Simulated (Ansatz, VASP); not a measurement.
BP: VASP beside Ansatz

Contents of INCAR:

```
ALGO = Normal
EDIFF = 1E-6
ENCUT = 500
GGA = CA
GGA_COMPAT = False
ISIF = 2
ISMEAR = 0
LASPH = True
LCHARG = True
LELF = True
LREAL = False
LVHAR = True
LWAVE = False
NBANDS = 11
NELM = 120
PREC = Accurate
SIGMA = 0.05
```

Contents of KPOINTS:

```
k-points
0
Gamma
  10 10 10
```

Contents of POSCAR:

```
BP
1.0
    0.0000000000      2.0874800000      2.2690000000
    2.0874800000      0.0000000000      2.2690000000
    2.0874800000      2.0874800000      0.0000000000
B P
1 1
Direct
    0.0000000000      0.0000000000      0.0000000000
    0.7500000000      0.7500000000      0.7500000000
```

Input for Ansatz:

```yaml
crystal:
  lattice:
    - [0.0, 2.08748, 2.269]
    - [2.08748, 0.0, 2.269]
    - [2.08748, 2.08748, 0.0]
  atoms:
    - { symbol: B, position: [0.0, 0.0, 0.0] }
    - { symbol: P, position: [0.75, 0.75, 0.75] }
basis:
  ecutwfc: 420
kpoints:
  mp_grid: { grid: [10, 10, 10] }
hamiltonian:
  xc: lda
scf:
  occupations: { method: gaussian, width: 0.05 }
output:
  forces: true
  stress: true
  eigenvalues: true
```

Change from the starting cell: strain -0.080 along x and y, +0.000 along z, atoms carried along.

Alike in both runs: task single point; functional LDA; k mesh 10 × 10 × 10; occupations gaussian, width 0.05 eV; no spin polarisation.

|  | VASP | Ansatz |
| --- | --- | --- |
| version | VASP 6.6.1 | Ansatz 0.2.0 |
| potentials or method | VASP PAW LDA potentials, release 64 (B, P), cutoff 500 eV | scalar-relativistic, plane waves, PAW |
| valence electrons in the cell | 8 | 8 |

```tsv
	VASP	Ansatz	Ansatz less VASP
gap on the k mesh at the Fermi level (eV)	0.32	0.32	+0.002
least direct gap on the mesh (eV)	3.28	3.28	-0.001
pressure (GPa)	30.0	30.2	+0.23
traceless stress, the component that is largest in VASP (GPa)	-18.82	-18.80	+0.028
```

LDA's correlation is that of Perdew and Zunger in VASP and of Perdew and Wang (1992) in Ansatz. Both programs put the cell under a high pressure, so it lies far from rest at this level.
